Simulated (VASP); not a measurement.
A run of VASP 6.6.1 is set up as follows.

File INCAR:

```
ALGO = Normal ; EDIFF = 1E-7
EDIFFG = -0.005 ; ENCUT = 600
GGA = PS ; IBRION = 2
ISIF = 3 ; ISMEAR = 0
LASPH = True ; LCHARG = False
LREAL = False ; LWAVE = False
NELM = 100 ; NSW = 70
PREC = Accurate ; SIGMA = 0.02
```

KPOINTS

```
k-points
0
Gamma
  6 6 8
```

Contents of POSCAR:

```
SnO2
1.0
    4.8274195329      0.0000000000      0.0000000000
    0.0000000000      4.8274195329      0.0000000000
    0.0000000000      0.0000000000      3.2380692451
Sn O
2 4
Direct
    0.0000000000      0.0000000000      0.0000000000
    0.5000000000      0.5000000000      0.5000000000
    0.3065442699      0.3065442699      0.0000000000
    0.1934557301      0.8065442699      0.5000000000
    0.6934557301      0.6934557301      0.0000000000
    0.8065442699      0.1934557301      0.5000000000
```

Potentials or basis: VASP PAW PBE potentials, release 64 (Sn_d, O).

Command:

```console
$ cat potpaw_PBE.64/Sn_d/POTCAR potpaw_PBE.64/O/POTCAR > POTCAR
$ mpirun -np 1 vasp_std > vasp.out
```

(1) Predict the band gap on the k mesh.

(2) What does it give for the relaxed volume?

(3) Predict the relaxed cell.

(4) Estimate the space group after relaxing (to 0.05 Å).

## Answers

(1) 0.89 eV, direct.

(2) 12.20 Å³/atom.

(3) a = 4.771 Å, b = 4.771 Å, c = 3.216 Å, α = 90.00°, β = 90.00°, γ = 90.00°.

(4) P4_2/mnm (No. 136).

Caveat: the PAW data sets were made with another functional, which shifts forces and pressure a little; spin-orbit coupling is left out, which moves the levels of the heavy elements.
